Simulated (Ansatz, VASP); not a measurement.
## Mg2Si: VASP beside Ansatz

Contents of POSCAR:

```
Mg2Si
1.0
    0.0000000000      3.1633884222      3.1633884222
    3.1633884222      0.0000000000      3.1633884222
    3.1633884222      3.1633884222      0.0000000000
Mg Si
2 1
Direct
    0.2500000000      0.2500000000      0.2500000000
    0.7500000000      0.7500000000      0.7500000000
    0.0000000000      0.0000000000      0.0000000000
```

INCAR.step1

```
SYSTEM = Mg2Si
  PREC = Accurate
  ENCUT = 660
  ISMEAR = 0
  SIGMA = 0.01
  LREAL = .FALSE.
  LASPH = .TRUE.
  NELM = 120
  NBANDS = 11
  GGA = PE
  ALGO = Normal
  EDIFF = 1E-5
  LWAVE = .TRUE.
  LCHARG = .FALSE.
  GGA_COMPAT = .FALSE.
```

Contents of INCAR.step2:

```
SYSTEM = Mg2Si
  PREC = Accurate
  ENCUT = 660
  EDIFF = 1E-6
  ISMEAR = 0
  SIGMA = 0.01
  LREAL = .FALSE.
  LASPH = .TRUE.
  NELM = 120
  ALGO = Normal
  ISIF = 2
  LWAVE = .FALSE.
  LCHARG = .TRUE.
  METAGGA = R2SCAN
  LMIXTAU = .TRUE.
  LELF = .TRUE.
  LVHAR = .TRUE.
  NBANDS = 11
  ISTART = 1
  GGA_COMPAT = .FALSE.
```

Contents of KPOINTS:

```
regular mesh
0
G
  10 10 10
  0 0 0
```

Input for Ansatz:

```yaml
crystal:
  lattice:
    - [0.0, 3.1633884223, 3.1633884223]
    - [3.1633884223, 0.0, 3.1633884223]
    - [3.1633884223, 3.1633884223, 0.0]
  atoms:
    - { symbol: Mg, position: [0.25, 0.25, 0.25] }
    - { symbol: Mg, position: [0.75, 0.75, 0.75] }
    - { symbol: Si, position: [0.0, 0.0, 0.0] }
basis:
  ecutwfc: 500
kpoints:
  mp_grid: { grid: [10, 10, 10] }
  band_path:
    path:
      - [0.0, 0.0, 0.0]
      - [0.5, 0.0, 0.5]
      - [0.625, 0.25, 0.625]
      - [0.375, 0.375, 0.75]
      - [0.5, 0.5, 0.5]
      - [0.5, 0.25, 0.75]
      - [0.0, 0.5, 0.5]
    npoints: 1
hamiltonian:
  xc: r2scan
scf:
  occupations: { method: gaussian, width: 0.01 }
  n_extra_bands: 4
output:
  forces: true
  stress: true
  eigenvalues: true
```

Alike in both runs: task single point; functional r2SCAN; k mesh 10 × 10 × 10; occupations gaussian, width 0.01 eV; no spin polarisation.

|  | VASP | Ansatz |
| --- | --- | --- |
| version | VASP 6.6.1 | Ansatz 0.2.0 |
| potentials or method | VASP PAW PBE potentials, release 64 (Mg, Si), cutoff 660 eV | scalar-relativistic, plane waves, PAW |
| valence electrons in the cell | 8 | 24 |

```csv
,VASP,Ansatz,Ansatz less VASP
gap on the k mesh at the Fermi level (eV),0.44,0.44,-0.003
least direct gap on the mesh (eV),2.49,2.48,-0.010
pressure (GPa),0.0,0.3,+0.29
```

VASP's potentials were made for PBE, not for r2SCAN. The functional is the same, so the differences come from potentials, cutoffs and numerics. VASP's potentials hold 8 valence electrons a cell and Ansatz's 24, so a difference there can come from the potentials and not from the codes.
